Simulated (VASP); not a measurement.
# Ba16O (a cell with a defect) in VASP: single point with PBE

Aim: the single point of Ba16O (a cell with a defect) with PBE.

All numbers are computed with VASP 6.6.1; they aren't measurements. Logs are shortened: lines on timing, memory, paths and dates and some standing lists are left out, and cuts for length are marked.

## Step 1: The cell of the first run

The cell holds a defect, 17 atoms: a = 10.040 Å, b = 10.040 Å, c = 10.040 Å, α = 90.00°, β = 90.00°, γ = 90.00°.

## Step 2: Single point, PBE

The input, INCAR:

```
PREC = Accurate
ENCUT = 520
EDIFF = 1E-7
ISMEAR = 0
SIGMA = 0.1
LREAL = Auto
LASPH = T
NELM = 60
ALGO = Normal
ISIF = 2
LWAVE = F
LCHARG = F
GGA = PE
NBANDS = 97
```

The input, KPOINTS:

```
regular mesh
0
Gamma
  2 2 2
```

The input, POSCAR:

```
Ba16O
1.0
   10.0400000000      0.0000000000      0.0000000000
    0.0000000000     10.0400000000      0.0000000000
    0.0000000000      0.0000000000     10.0400000000
Ba O
16 1
Direct
   -0.0001595999     -0.0065755402     -0.0069512344
    0.4998086726     -0.0103332271      0.0143791855
   -0.0001578523      0.5073765222     -0.0071716082
   -0.0002389913      0.0044621149      0.5024212569
    0.2392871856      0.2504264744      0.2357518828
    0.4998048766      0.5110234390      0.0141703602
    0.4998648675      0.0304713593      0.5045697624
    0.7603951831      0.2504240679      0.2356629001
   -0.0002434864      0.4962666716      0.5026014790
    0.2429485911      0.7503489829      0.2573007171
    0.2796299417      0.2503115364      0.7456596969
    0.4998585091      0.4705587698      0.5046567068
    0.7566917941      0.7503501537      0.2572071976
    0.7199140921      0.2503043899      0.7456981730
    0.2538722446      0.7505452488      0.7475290681
    0.7457969520      0.7505393108      0.7476028721
    0.4997518198      0.2505268257      0.6252891840
```

Potentials or basis: VASP PAW PBE potentials, release 64 (Ba_sv, O).

Run with:

```bash
$ cat potpaw_PBE.64/Ba_sv/POTCAR potpaw_PBE.64/O/POTCAR > POTCAR
$ mpirun -np 1 vasp_std > vasp.out
```

OUTCAR:

```text
PREC = Accurate
   ENCUT = 520
   EDIFF = 1E-7
   ISMEAR = 0
   LREAL = Auto
   LASPH = T
   NELM = 60
   ISIF = 2
   GGA = PE

 ion  position               nearest neighbor table
   1  1.000  0.993  0.993-   8 4.29   5 4.29  16 4.30  15 4.30  13 4.35  10 4.35  11 4.55  14 4.55

   2  0.500  0.990  0.014-  13 4.29  10 4.29   8 4.32   5 4.32  14 4.36  11 4.36  16 4.36  15 4.36

   3  1.000  0.507  0.993-   8 4.29   5 4.29  16 4.30  15 4.30  13 4.35  10 4.35  11 4.55  14 4.55

   4  1.000  0.004  0.502-  13 4.30  10 4.30   8 4.36   5 4.36  16 4.37  15 4.37  11 4.47  14 4.47

   5  0.239  0.250  0.236-   1 4.29   3 4.29   2 4.32   6 4.32   7 4.36  12 4.36   4 4.36   9 4.37

   6  0.500  0.511  0.014-  13 4.29  10 4.29   8 4.32   5 4.32  14 4.36  11 4.36  16 4.36  15 4.36

   7  0.500  0.030  0.505-  17 2.52  14 3.95  11 3.95   5 4.36   8 4.36  12 4.42  15 4.47  16 4.47
                            13 4.55  10 4.55
   8  0.760  0.250  0.236-   1 4.29   3 4.29   2 4.32   6 4.32   7 4.36  12 4.36   4 4.36   9 4.36

   9  1.000  0.496  0.503-  13 4.31  10 4.31   8 4.36   5 4.37  16 4.37  15 4.37  11 4.47  14 4.47

  10  0.243  0.750  0.257-   2 4.29   6 4.29   4 4.30   9 4.31   1 4.35   3 4.35  12 4.55   7 4.55

  11  0.280  0.250  0.746-  17 2.52   7 3.95  12 3.95   6 4.36   2 4.36  14 4.42   9 4.47   4 4.47
                             3 4.55   1 4.55
  12  0.500  0.471  0.505-  17 2.52  14 3.95  11 3.95   5 4.36   8 4.36   7 4.42  15 4.47  16 4.47
                            10 4.55  13 4.55
  13  0.757  0.750  0.257-   2 4.29   6 4.29   4 4.30   9 4.31   1 4.35   3 4.35  12 4.55   7 4.55

  14  0.720  0.250  0.746-  17 2.52   7 3.95  12 3.95   6 4.36   2 4.36  11 4.42   9 4.47   4 4.47
                             3 4.55   1 4.55
  15  0.254  0.751  0.748-   1 4.30   3 4.30   2 4.36   6 4.36   4 4.37   9 4.37  12 4.47   7 4.47

  16  0.746  0.751  0.748-   1 4.30   3 4.30   2 4.36   6 4.36   4 4.37   9 4.37  12 4.47   7 4.47

  17  0.500  0.251  0.625-  11 2.52  12 2.52  14 2.52   7 2.52

  LATTYP: Found a simple cubic cell.
 ALAT       =    10.0400000000

  Lattice vectors:

 A1 = (  10.0400000000,   0.0000000000,   0.0000000000)
 A2 = (   0.0000000000,  10.0400000000,   0.0000000000)
 A3 = (   0.0000000000,   0.0000000000,  10.0400000000)

Analysis of symmetry for initial positions (statically):
=====================================================================
 Subroutine PRICEL returns:
 Original cell was already a primitive cell.

 Routine SETGRP: Setting up the symmetry group for a
 simple cubic supercell.

 Subroutine GETGRP returns: Found  1 space group operations
 (whereof  1 operations were pure point group operations)
 out of a pool of 48 trial point group operations.

The static configuration has the point symmetry C_1 .

Analysis of symmetry for dynamics (positions and initial velocities):
=====================================================================
 Subroutine PRICEL returns:
 Original cell was already a primitive cell.

 Routine SETGRP: Setting up the symmetry group for a
 simple cubic supercell.

 Subroutine GETGRP returns: Found  1 space group operations
 (whereof  1 operations were pure point group operations)
 out of a pool of 48 trial point group operations.

The dynamic configuration has the point symmetry C_1 .

 Subroutine INISYM returns: Found  1 space group operations
 (whereof  1 operations are pure point group operations),
 and found     1 'primitive' translations

----------------------------------------------------------------------------------------

                                     Primitive cell

  volume of cell :    1012.0481

  direct lattice vectors                    reciprocal lattice vectors
    10.040000000  0.000000000  0.000000000     0.099601594  0.000000000  0.000000000
     0.000000000 10.040000000  0.000000000     0.000000000  0.099601594  0.000000000
     0.000000000  0.000000000 10.040000000     0.000000000  0.000000000  0.099601594

  length of vectors
    10.040000000 10.040000000 10.040000000     0.099601594  0.099601594  0.099601594

  position of ions in fractional coordinates (direct lattice)
     0.999840400  0.993424460  0.993048766
     0.499808673  0.989666773  0.014379185
     0.999842148  0.507376522  0.992828392
     0.999761009  0.004462115  0.502421257
     0.239287186  0.250426474  0.235751883
     0.499804877  0.511023439  0.014170360
[... 9 lines left out ...]
     0.745796952  0.750539311  0.747602872
     0.499751820  0.250526826  0.625289184

  ion indices of the primitive-cell ions
   primitive index   ion index
                 1           1
                 2           2
                 3           3
                 4           4
                 5           5
                 6           6
[... 9 lines left out ...]
                16          16
                17          17

----------------------------------------------------------------------------------------

 KPOINTS: regular mesh

Automatic generation of k-mesh.
 Grid dimensions read from file:
 generate k-points for:    2    2    2

 Generating k-lattice:

  Cartesian coordinates                     Fractional coordinates (reciprocal lattice)
     0.049800797  0.000000000  0.000000000     0.500000000  0.000000000  0.000000000
     0.000000000  0.049800797  0.000000000     0.000000000  0.500000000  0.000000000
     0.000000000  0.000000000  0.049800797     0.000000000  0.000000000  0.500000000

  Length of vectors
     0.049800797  0.049800797  0.049800797

  Shift w.r.t. Gamma in fractional coordinates (k-lattice)
     0.000000000  0.000000000  0.000000000

 Subroutine IBZKPT returns following result:
 ===========================================

 Found      8 irreducible k-points:

 Following reciprocal coordinates:
            Coordinates               Weight
  0.000000  0.000000  0.000000      1.000000
  0.500000  0.000000  0.000000      1.000000
  0.000000  0.500000  0.000000      1.000000
  0.000000  0.000000  0.500000      1.000000
  0.500000  0.500000  0.000000      1.000000
  0.000000  0.500000  0.500000      1.000000
  0.500000  0.000000  0.500000      1.000000
  0.500000  0.500000  0.500000      1.000000
   k-points           NKPTS =      8   k-points in BZ     NKDIM =      8   number of bands    NBANDS=     97
   number of dos      NEDOS =    301   number of ions     NIONS =     17
   total plane-waves  NPLWV = 512000
   dimension x,y,z NGX =    80 NGY =   80 NGZ =   80
   dimension x,y,z NGXF=   160 NGYF=  160 NGZF=  160
   ions per type =              16   1
   NGX,Y,Z   is equivalent  to a cutoff of  13.25, 13.25, 13.25 a.u.
   NGXF,Y,Z  is equivalent  to a cutoff of  26.49, 26.49, 26.49 a.u.
 SYSTEM =  unknown system
   PREC   = accura    normal or accurate (medium, high low for compatibility)
   ISTART =      0    job   : 0-new  1-cont  2-samecut
   ICHARG =      2    charge: 1-file 2-atom 10-const
   ISPIN  =      1    spin polarized calculation?
   LNONCOLLINEAR =      F non collinear calculations
   LSORBIT =      F    spin-orbit coupling
   LASPH  =      T    aspherical Exc in radial PAW
   ENCUT  =  520.0 eV  38.22 Ry    6.18 a.u.  18.67 18.67 18.67*2*pi/ulx,y,z
   NELM   =     60;   NELMIN=  2; NELMDL= -5     # of ELM steps
   EDIFF  = 0.1E-06   stopping-criterion for ELM
   LREAL  =      T    real-space projection
   EDIFFG = 0.1E-05   stopping-criterion for IOM
   NSW    =      0    number of steps for IOM
   IBRION =     -1    ionic relax: 0-MD 1-quasi-New 2-CG
   NFREE  =      0    steps in history (QN), initial steepest desc. (CG)
   ISIF   =      2    stress and relaxation
   ISYM   =      2    0-nonsym 1-usesym 2-fastsym
   POTIM  = 0.5000    time-step for ionic-motion
   TEBEG  =    0.0;   TEEND  =   0.0 temperature during run
   PSTRESS=    0.0 pullay stress
   NELECT =     166.0000    total number of electrons
   NUPDOWN=      -1.0000    fix difference up-down
   EMIN   =  10.00;   EMAX   =-10.00  energy-range for DOS
   EFERMI =   0.00;   METHOD = LEGACY
   ISMEAR =     0;   SIGMA  =   0.10  broadening in eV -4-tet -1-fermi 0-gaus
   EFERMI_NEDOS =   21; number of points for ismear=-14 and -15
   IALGO  =     38    algorithm
   IMIX   =      4    mixing-type and parameters
     AMIX     =   0.40;   BMIX     =  1.00
     AMIX_MAG =   1.60;   BMIX_MAG =  1.00
  volume/ion in A,a.u.               =      59.53       401.74
  Fermi-wavevector in a.u.,A,eV,Ry     =   0.896143  1.693464 10.926453  0.803072
  Thomas-Fermi vector in A             =   2.018564
   LORBIT       =      0    0 simple, 1 ext, 2 COOP (PROOUT), +10 PAW based schemes
   GGA     = PE    functional components
   LHFCALC =     F    Hartree Fock is set to
   AEXX    =    0.0000 exact exchange contribution
   IVDW    =     0    specifies the selected vdW correction
   LEPSILON=     F    determine dielectric tensor
   LRPA    =     F    only Hartree local field effects (RPA)
 non-spin polarized calculation
 Gauss-broadening in eV      SIGMA  =   0.10
  energy-cutoff  :      520.00
  volume of cell :     1012.05
 maximum number of plane-waves:     27278
 NGX is ok and might be reduce to    80
   NGX = 37   NGY = 37   NGZ = 37

 number of electron     165.9999998 magnetization

 Free energy of the ion-electron system (eV)
  ---------------------------------------------------
  ext. energy  EPLUGINS =         0.00000000
  ---------------------------------------------------
  free energy    TOTEN  =       -40.22661702 eV

  energy without entropy =      -40.17133795  energy(sigma->0) =      -40.19897748

 E-fermi :   1.6992     XC(G=0):  -7.4188

 val. band max:        1.6650197078   @ k =   0.5000   0.0000   0.0000
 cond. band min:       1.7357678596   @ k =   0.5000   0.0000   0.0000
 fundamental gap:      0.0707481518
 Fermi energy:         1.6992279934

 k-point     1 :       0.0000    0.0000    0.0000
  band No.  band energies     occupation
      1     -27.2421      2.00000
      2     -27.2144      2.00000
      3     -27.2132      2.00000
      4     -27.2132      2.00000
      5     -27.2118      2.00000
      6     -27.2089      2.00000
[... 87 lines left out ...]
     94       2.4681      0.00000
     95       2.4687      0.00000

 k-point     2 :       0.5000    0.0000    0.0000
  band No.  band energies     occupation
      1     -27.2335      2.00000
      2     -27.2314      2.00000
      3     -27.2127      2.00000
      4     -27.2121      2.00000
      5     -27.2109      2.00000
      6     -27.2093      2.00000
[... 87 lines left out ...]
     94       2.4208      0.00000
     95       2.4217      0.00000

 k-point     3 :       0.0000    0.5000    0.0000
  band No.  band energies     occupation
      1     -27.2335      2.00000
      2     -27.2314      2.00000
      3     -27.2127      2.00000
      4     -27.2121      2.00000
      5     -27.2108      2.00000
      6     -27.2094      2.00000
[... 87 lines left out ...]
     94       2.4215      0.00000
     95       2.4266      0.00000

 k-point     4 :       0.0000    0.0000    0.5000
  band No.  band energies     occupation
      1     -27.2397      2.00000
      2     -27.2144      2.00000
      3     -27.2132      2.00000
      4     -27.2132      2.00000
      5     -27.2127      2.00000
      6     -27.2112      2.00000
[... 87 lines left out ...]
     94       2.3955      0.00000
     95       2.4499      0.00000

 k-point     5 :       0.5000    0.5000    0.0000
  band No.  band energies     occupation
      1     -27.2260      2.00000
      2     -27.2259      2.00000
      3     -27.2258      2.00000
      4     -27.2239      2.00000
      5     -27.2057      2.00000
      6     -27.2035      2.00000
[... 87 lines left out ...]
     94       2.1993      0.00000
     95       2.3475      0.00000

 k-point     6 :       0.0000    0.5000    0.5000
  band No.  band energies     occupation
      1     -27.2312      2.00000
      2     -27.2308      2.00000
      3     -27.2127      2.00000
      4     -27.2127      2.00000
      5     -27.2113      2.00000
      6     -27.2106      2.00000
[... 87 lines left out ...]
     94       2.2509      0.00000
     95       2.2570      0.00000

 k-point     7 :       0.5000    0.0000    0.5000
  band No.  band energies     occupation
      1     -27.2311      2.00000
      2     -27.2309      2.00000
      3     -27.2127      2.00000
      4     -27.2127      2.00000
      5     -27.2112      2.00000
      6     -27.2107      2.00000
[... 87 lines left out ...]
     94       2.2502      0.00000
     95       2.2560      0.00000

 k-point     8 :       0.5000    0.5000    0.5000
  band No.  band energies     occupation
      1     -27.2255      2.00000
      2     -27.2254      2.00000
      3     -27.2238      2.00000
      4     -27.2229      2.00000
      5     -27.2118      2.00000
      6     -27.2039      2.00000
[... 87 lines left out ...]
     94       2.2237      0.00000
     95       2.2350      0.00000
 [bands above 95 left out]

------------------------ aborting loop because EDIFF is reached ----------------------------------------

  FORCE on cell =-STRESS in cart. coord.  units (eV):
  Direction    XX          YY          ZZ          XY          YZ          ZX
  --------------------------------------------------------------------------------------
  -------------------------------------------------------------------------------------
  Total        2.0175267      2.0237060      2.6739975      0.0000333      0.0002898     -0.0006528
  in kB        3.1939546      3.2037371      4.2332161      0.0000527      0.0004588     -0.0010335
  external PRESSURE =       3.5436359 kB  Pullay stress =       0.0000000 kB

 VOLUME and BASIS-vectors are now :
 -----------------------------------------------------------------------------
  energy-cutoff  :      520.00
  volume of cell :     1012.05
      direct lattice vectors                 reciprocal lattice vectors
    10.040000000  0.000000000  0.000000000     0.099601594  0.000000000  0.000000000
     0.000000000 10.040000000  0.000000000     0.000000000  0.099601594  0.000000000
     0.000000000  0.000000000 10.040000000     0.000000000  0.000000000  0.099601594

 POSITION                                       TOTAL-FORCE (eV/Angst)
 -----------------------------------------------------------------------------------
     10.03840      9.97398      9.97021         0.000870      0.007607     -0.011907
      5.01808      9.93625      0.14437        -0.000265     -0.000387      0.003959
     10.03842      5.09406      9.96800         0.000036     -0.007277     -0.012565
     10.03760      0.04480      5.04431        -0.000273     -0.002512      0.014647
      2.40244      2.51428      2.36695        -0.001373      0.000812     -0.003904
      5.01804      5.13068      0.14227        -0.000330      0.001417      0.004591
[... 9 lines left out ...]
      7.48780      7.53541      7.50593         0.002419     -0.000331     -0.014759
      5.01751      2.51529      6.27790         0.000807      0.001152     -0.000027
 -----------------------------------------------------------------------------------
    total drift:                               -0.001513      0.006008      0.001446

  FREE ENERGIE OF THE ION-ELECTRON SYSTEM (eV)
  ---------------------------------------------------
  free  energy   TOTEN  =       -40.2266170205 eV

  energy  without entropy=      -40.1713379491  energy(sigma->0) =      -40.19897748
```

Wall time 42 min (1 thread of Oxide Virtual Turin-like, shared host); peak memory 1.2 GiB.

What came out:

```
Free energy            : -40.2266 eV
Pressure               : 0.4 GPa
Largest force          : 0.218 eV/Å
Band gap on the k mesh : zero (bands 83 and 84 overlap by 0.42 eV)
```

Forces on the atoms (eV/Å):
```
Ba   0.001  0.008 -0.012
Ba   0.000  0.000  0.004
Ba   0.000 -0.007 -0.013
Ba   0.000 -0.003  0.015
Ba  -0.001  0.001 -0.004
Ba   0.000  0.001  0.005
Ba  -0.001 -0.185 -0.116
Ba   0.001  0.001 -0.004
Ba   0.000  0.004  0.014
Ba   0.007  0.000  0.013
Ba  -0.183  0.000  0.114
Ba   0.000  0.182 -0.115
Ba  -0.007 -0.001  0.013
Ba   0.184  0.000  0.114
Ba  -0.003 -0.001 -0.014
Ba   0.002  0.000 -0.015
O    0.001  0.001  0.000
```

Levels at points of the mesh, in eV from the Fermi level:
| k point | band 81 | band 82 | band 83 | band 84 | band 85 | band 86 |
| --- | --- | --- | --- | --- | --- | --- |
| (0.00, 0.00, 0.00) | -0.66 | -0.34 | -0.32 | 0.43 | 0.45 | 0.47 |
| (0.50, 0.00, 0.00) | -0.30 | -0.29 | -0.26 | -0.19 | -0.03 | 0.04 |
| (0.00, 0.50, 0.00) | -0.30 | -0.29 | -0.26 | -0.19 | -0.03 | 0.04 |
| (0.00, 0.00, 0.50) | -0.30 | -0.26 | -0.14 | -0.14 | -0.04 | 0.11 |
| (0.50, 0.50, 0.00) | -0.24 | -0.17 | -0.17 | -0.09 | 0.11 | 0.17 |
| (0.00, 0.50, 0.50) | -0.26 | -0.24 | -0.21 | 0.10 | 0.13 | 0.20 |
| (0.50, 0.00, 0.50) | -0.26 | -0.24 | -0.21 | 0.10 | 0.13 | 0.20 |
| (0.50, 0.50, 0.50) | 0.22 | 0.22 | 0.22 | 0.23 | 0.26 | 0.28 |

Caveat: spin-orbit coupling is left out, which moves the levels of the heavy elements.

The gap in the log of VASP goes by the Fermi energy; the results here count the filled bands.